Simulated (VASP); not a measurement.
Crystal: TePb.

```xyz
2
Lattice="0.0000 3.2678 3.2678 3.2678 0.0000 3.2678 3.2678 3.2678 0.0000" Properties=species:S:1:pos:R:3 pbc="T T T"
Pb    0.0000    0.0000    0.0000
Te    3.2678    3.2678    3.2678
```

Base run:

```yaml
Program: VASP 6.6.1
Functional: PBE
Potentials_or_basis: VASP PAW PBE potentials, release 64 (Pb_d, Te)
Cutoff: 520 eV
k_mesh: 6 × 6 × 6
Occupations: gaussian, width 0.01 eV
Spin: no spin polarisation
```

Its results: band gap on the k mesh 0.80 eV; pressure 0.6 GPa.

Problem. The run is repeated on the same cell with these changes: further incar settings from ALGO = Normal; EDIFF = 1e-07; NBANDS = 17 to ALGO = Normal; EDIFF = 1e-06; NBANDS = 17; dispersion from none to D3(BJ). What comes out?

Solution. Band gap on the k mesh 0.80 eV; pressure -1.2 GPa.

Caveats: spin-orbit coupling is left out, which moves the levels of the heavy elements.

A k mesh can miss the band edges.
